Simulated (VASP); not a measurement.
# VH2 (R3m) in VASP: notebook

The runs below take VH2 through single point, with PBEsol.

Everything below comes from runs of VASP 6.6.1. Logs are shortened: lines on timing, memory, paths and dates and some standing lists are left out, and cuts for length are marked.

### Step 1. The cell of the first run

Symmetry: R3m, No. 160, trigonal system. Conventional cell: a = 2.966 Å, b = 2.966 Å, c = 7.266 Å, α = 90.00°, β = 90.00°, γ = 120.00°. Within 2.2 Å of V (site symmetry 3m) lie 8 H at 1.63 to 1.91 Å. Within 2.2 Å of H (site symmetry 3m) lie 4 V at 1.63 to 1.88 Å and 6 H at 2.05 to 2.15 Å. Within 2.4 Å of H (site symmetry 3m) lie 4 V at 1.79 to 1.91 Å and 6 H at 2.05 to 2.15 Å.

### Step 2. Single point, PBEsol (shortest bond scaled by 0.9)

Input file INCAR:

```
SYSTEM = VH2
ALGO = Normal ; EDIFF = 1E-6
ENCUT = 520 ; GGA = PS
ISIF = 2 ; ISMEAR = -1
LASPH = .True. ; LCHARG = .False.
LREAL = .False. ; LWAVE = .False.
NBANDS = 14 ; NELM = 60
PREC = Accurate ; SIGMA = 0.05
```

Input file KPOINTS:

```
k-points
0
Gamma
  11 11 11
  0 0 0
```

Input file POSCAR:

```
VH2
1.0
    0.0000000000      2.0975786559      2.0975786559
    2.0975786559      0.0000000000      2.0975786559
    2.0975786559      2.0975786559      0.0000000000
V H
1 2
Direct
   -0.0125000000     -0.0125000000     -0.0125000000
    0.7625000000      0.7625000000      0.7625000000
    0.2500000000      0.2500000000      0.2500000000
```

Potentials or basis: VASP PAW PBE potentials, release 64 (V_sv, H).

Command:

```sh
cat potpaw_PBE.64/V_sv/POTCAR potpaw_PBE.64/H/POTCAR > POTCAR
mpirun -np 1 vasp_std > vasp.out
```

OUTCAR:

```text
SYSTEM = VH2
   EDIFF = 1E-6
   ENCUT = 520
   GGA = PS
   ISIF = 2
   ISMEAR = -1
   LASPH = .True.
   LREAL = .False.
   NELM = 60
   PREC = Accurate

 ion  position               nearest neighbor table
   1  0.987  0.987  0.987-   2 1.63   3 1.79   3 1.79   3 1.79   2 1.88   2 1.88   2 1.88
   2  0.763  0.763  0.763-   1 1.63   1 1.88   1 1.88   1 1.88
   3  0.250  0.250  0.250-   1 1.79   1 1.79   1 1.79

  LATTYP: Found a face centered cubic cell.
 ALAT       =     4.1951573118

  Lattice vectors:

 A1 = (   0.0000000000,   2.0975786559,   2.0975786559)
 A2 = (   2.0975786559,   0.0000000000,   2.0975786559)
 A3 = (   2.0975786559,   2.0975786559,   0.0000000000)

Analysis of symmetry for initial positions (statically):
=====================================================================
 Subroutine PRICEL returns:
 Original cell was already a primitive cell.

 Routine SETGRP: Setting up the symmetry group for a
 face centered cubic supercell.

 Subroutine GETGRP returns: Found  6 space group operations
 (whereof  6 operations were pure point group operations)
 out of a pool of 48 trial point group operations.

The static configuration has the point symmetry C_3v.

Analysis of symmetry for dynamics (positions and initial velocities):
=====================================================================
 Subroutine PRICEL returns:
 Original cell was already a primitive cell.

 Routine SETGRP: Setting up the symmetry group for a
 face centered cubic supercell.

 Subroutine GETGRP returns: Found  6 space group operations
 (whereof  6 operations were pure point group operations)
 out of a pool of 48 trial point group operations.

The dynamic configuration has the point symmetry C_3v.

 Subroutine INISYM returns: Found  6 space group operations
 (whereof  6 operations are pure point group operations),
 and found     1 'primitive' translations

----------------------------------------------------------------------------------------

                                     Primitive cell

  volume of cell :      18.4580

  direct lattice vectors                    reciprocal lattice vectors
     0.000000000  2.097578656  2.097578656    -0.238370084  0.238370084  0.238370084
     2.097578656  0.000000000  2.097578656     0.238370084 -0.238370084  0.238370084
     2.097578656  2.097578656  0.000000000     0.238370084  0.238370084 -0.238370084

  length of vectors
     2.966424183  2.966424183  2.966424183     0.412869096  0.412869096  0.412869096

  position of ions in fractional coordinates (direct lattice)
     0.987500000  0.987500000  0.987500000
     0.762500000  0.762500000  0.762500000
     0.250000000  0.250000000  0.250000000

  ion indices of the primitive-cell ions
   primitive index   ion index
                 1           1
                 2           2
                 3           3

----------------------------------------------------------------------------------------

 KPOINTS: k-points

Automatic generation of k-mesh.
 Grid dimensions read from file:
 generate k-points for:   11   11   11

 Generating k-lattice:

  Cartesian coordinates                     Fractional coordinates (reciprocal lattice)
    -0.021670008  0.021670008  0.021670008     0.090909091  0.000000000  0.000000000
     0.021670008 -0.021670008  0.021670008     0.000000000  0.090909091  0.000000000
     0.021670008  0.021670008 -0.021670008     0.000000000  0.000000000  0.090909091

  Length of vectors
     0.037533554  0.037533554  0.037533554

  Shift w.r.t. Gamma in fractional coordinates (k-lattice)
     0.000000000  0.000000000  0.000000000

 Subroutine IBZKPT returns following result:
 ===========================================

 Found    146 irreducible k-points:

 Following reciprocal coordinates:
            Coordinates               Weight
  0.000000  0.000000  0.000000      1.000000
  0.090909  0.000000  0.000000      6.000000
  0.090909  0.090909  0.090909      2.000000
  0.181818  0.000000  0.000000      6.000000
  0.181818  0.181818  0.181818      2.000000
  0.272727  0.000000  0.000000      6.000000
[... 16 lines left out ...]
  0.090909  0.090909 -0.363636      6.000000
  0.454545  0.363636  0.454545      6.000000
 [... further k-points ...]
   k-points           NKPTS =    146   k-points in BZ     NKDIM =    146   number of bands    NBANDS=     14
   number of dos      NEDOS =    301   number of ions     NIONS =      3
   total plane-waves  NPLWV =  13824
   dimension x,y,z NGX =    24 NGY =   24 NGZ =   24
   dimension x,y,z NGXF=    48 NGYF=   48 NGZF=   48
   ions per type =               1   2
   NGX,Y,Z   is equivalent  to a cutoff of  13.45, 13.45, 13.45 a.u.
   NGXF,Y,Z  is equivalent  to a cutoff of  26.90, 26.90, 26.90 a.u.
 SYSTEM =  VH2
   PREC   = accura    normal or accurate (medium, high low for compatibility)
   ISTART =      0    job   : 0-new  1-cont  2-samecut
   ICHARG =      2    charge: 1-file 2-atom 10-const
   ISPIN  =      1    spin polarized calculation?
   LNONCOLLINEAR =      F non collinear calculations
   LSORBIT =      F    spin-orbit coupling
   LASPH  =      T    aspherical Exc in radial PAW
   ENCUT  =  520.0 eV  38.22 Ry    6.18 a.u.   5.52  5.52  5.52*2*pi/ulx,y,z
   NELM   =     60;   NELMIN=  2; NELMDL= -5     # of ELM steps
   EDIFF  = 0.1E-05   stopping-criterion for ELM
   LREAL  =      F    real-space projection
   EDIFFG = 0.1E-04   stopping-criterion for IOM
   NSW    =      0    number of steps for IOM
   IBRION =     -1    ionic relax: 0-MD 1-quasi-New 2-CG
   NFREE  =      0    steps in history (QN), initial steepest desc. (CG)
   ISIF   =      2    stress and relaxation
   ISYM   =      2    0-nonsym 1-usesym 2-fastsym
   POTIM  = 0.5000    time-step for ionic-motion
   TEBEG  =    0.0;   TEEND  =   0.0 temperature during run
   PSTRESS=    0.0 pullay stress
   NELECT =      15.0000    total number of electrons
   NUPDOWN=      -1.0000    fix difference up-down
   EMIN   =  10.00;   EMAX   =-10.00  energy-range for DOS
   EFERMI =   0.00;   METHOD = LEGACY
   ISMEAR =    -1;   SIGMA  =   0.05  broadening in eV -4-tet -1-fermi 0-gaus
   EFERMI_NEDOS =   21; number of points for ismear=-14 and -15
   IALGO  =     38    algorithm
   IMIX   =      4    mixing-type and parameters
     AMIX     =   0.40;   BMIX     =  1.00
     AMIX_MAG =   1.60;   BMIX_MAG =  1.00
  volume/ion in A,a.u.               =       6.15        41.52
  Fermi-wavevector in a.u.,A,eV,Ry     =   1.527720  2.886972 31.755009  2.333927
  Thomas-Fermi vector in A             =   2.635577
   LORBIT       =      0    0 simple, 1 ext, 2 COOP (PROOUT), +10 PAW based schemes
   GGA     = PS    functional components
   LHFCALC =     F    Hartree Fock is set to
   AEXX    =    0.0000 exact exchange contribution
   IVDW    =     0    specifies the selected vdW correction
   LEPSILON=     F    determine dielectric tensor
   LRPA    =     F    only Hartree local field effects (RPA)
 non-spin polarized calculation
  energy-cutoff  :      520.00
  volume of cell :       18.46
 maximum number of plane-waves:       531
 NGX is ok and might be reduce to    24
   NGX = 11   NGY = 11   NGZ = 11

 number of electron      15.0000002 magnetization

 Free energy of the ion-electron system (eV)
  ---------------------------------------------------
  ext. energy  EPLUGINS =         0.00000000
  ---------------------------------------------------
  free energy    TOTEN  =       -16.95172008 eV

  energy without entropy =      -16.93993458  energy(sigma->0) =      -16.94582733

 E-fermi :   8.5207     XC(G=0): -12.5489

 val. band max:        8.5169717707   @ k =  -0.3636   0.3636  -0.4545
 cond. band min:       8.5251432595   @ k =   0.2727   0.1818  -0.4545
 fundamental gap:      0.0081714887
 Fermi energy:         8.5207105675

 k-point     1 :       0.0000    0.0000    0.0000
  band No.  band energies     occupation
      1     -55.7647      2.00000
      2     -29.5644      2.00000
      3     -29.5404      2.00000
      4     -29.5404      2.00000
      5      -3.0844      2.00000
      6       6.9394      2.00000
      7       7.5291      2.00000
      8       7.5291      2.00000
      9       9.3052      0.00000
     10       9.3052      0.00000
     11      10.5057      0.00000
     12      24.6203      0.00000
     13      25.9602      0.00000
     14      25.9603      0.00000

 k-point     2 :       0.0909    0.0000    0.0000
  band No.  band energies     occupation
      1     -55.7599      2.00000
      2     -29.5803      2.00000
      3     -29.5614      2.00000
      4     -29.5444      2.00000
      5      -2.8606      2.00000
      6       6.3361      2.00000
      7       7.5094      2.00000
      8       7.6101      2.00000
      9       9.2558      0.00000
     10       9.2600      0.00000
     11      11.3326      0.00000
     12      22.6949      0.00000
     13      25.6999      0.00000
     14      25.8709      0.00000

 k-point     3 :       0.0909    0.0909    0.0909
  band No.  band energies     occupation
      1     -55.7598      2.00000
      2     -29.5981      2.00000
      3     -29.5445      2.00000
      4     -29.5445      2.00000
      5      -2.8520      2.00000
      6       6.2157      2.00000
      7       7.6184      2.00000
      8       7.6184      2.00000
      9       9.2543      0.00000
     10       9.2543      0.00000
     11      11.3714      0.00000
     12      22.8601      0.00000
     13      25.6236      0.00000
     14      25.8709      0.00000
[... 324 lines left out ...]
 k-point    23 :       0.0909    0.0909   -0.3636
  band No.  band energies     occupation
      1     -55.7050      2.00000
      2     -29.9124      2.00000
      3     -29.6305      2.00000
      4     -29.5981      2.00000
      5       0.3856      2.00000
      6       3.0107      2.00000
      7       7.4122      2.00000
      8       7.7874      2.00000
      9       9.9486      0.00000
     10      10.1211      0.00000
     11      13.1676      0.00000
     12      16.8578      0.00000
     13      20.9275      0.00000
     14      22.5101      0.00000

 k-point    24 :       0.4545    0.3636    0.4545
  band No.  band energies     occupation
      1     -55.7040      2.00000
      2     -29.9461      2.00000
      3     -29.6067      2.00000
      4     -29.5990      2.00000
      5       0.5719      2.00000
      6       2.7793      2.00000
      7       7.4770      2.00000
      8       7.8497      2.00000
      9       9.9530      0.00000
     10      10.1042      0.00000
     11      13.2022      0.00000
     12      17.2674      0.00000
     13      20.7558      0.00000
     14      22.3499      0.00000

 [... further k-points ...]
[... 5 lines left out ...]
  --------------------------------------------------------------------------------------
  -------------------------------------------------------------------------------------
  Total       -0.2072192     -0.2072192     -0.2072192      0.4412112      0.4412112      0.4412112
  in kB      -17.9868781    -17.9868781    -17.9868781     38.2976685     38.2976685     38.2976685
  external PRESSURE =     -17.9868781 kB  Pullay stress =       0.0000000 kB

 VOLUME and BASIS-vectors are now :
 -----------------------------------------------------------------------------
  energy-cutoff  :      520.00
  volume of cell :       18.46
      direct lattice vectors                 reciprocal lattice vectors
     0.000000000  2.097578656  2.097578656    -0.238370084  0.238370084  0.238370084
     2.097578656  0.000000000  2.097578656     0.238370084 -0.238370084  0.238370084
     2.097578656  2.097578656  0.000000000     0.238370084  0.238370084 -0.238370084

 POSITION                                       TOTAL-FORCE (eV/Angst)
 -----------------------------------------------------------------------------------
      4.14272      4.14272      4.14272         1.035455      1.035455      1.035455
      3.19881      3.19881      3.19881        -0.865781     -0.865781     -0.865781
      1.04879      1.04879      1.04879        -0.169674     -0.169674     -0.169674
 -----------------------------------------------------------------------------------
    total drift:                                0.000140      0.000140      0.000140

  FREE ENERGIE OF THE ION-ELECTRON SYSTEM (eV)
  ---------------------------------------------------
  free  energy   TOTEN  =       -16.9517200770 eV

  energy  without entropy=      -16.9399345824  energy(sigma->0) =      -16.94582733
```

Run time: 10 s. Hardware: 1 thread of Intel Xeon 6975P-C (Granite Rapids), shared host; peak memory 0.16 GiB.

Results:

| Property | Result |
| --- | --- |
| Free energy | -16.9517 eV |
| Pressure | -1.8 GPa |
| Largest force | 1.793 eV/Å |

Forces on the atoms (eV/Å):
```
V    1.035  1.035  1.035
H   -0.866 -0.866 -0.866
H   -0.170 -0.170 -0.170
```

Stress tensor (GPa, compression positive):
```
-1.80  3.83  3.83
 3.83 -1.80  3.83
 3.83  3.83 -1.80
```

Caveat: the cell differs from its parent crystal (shortest bond scaled by 0.9); the PAW data sets were made with another functional, which shifts forces and pressure a little.

[end of part 1 of 2]
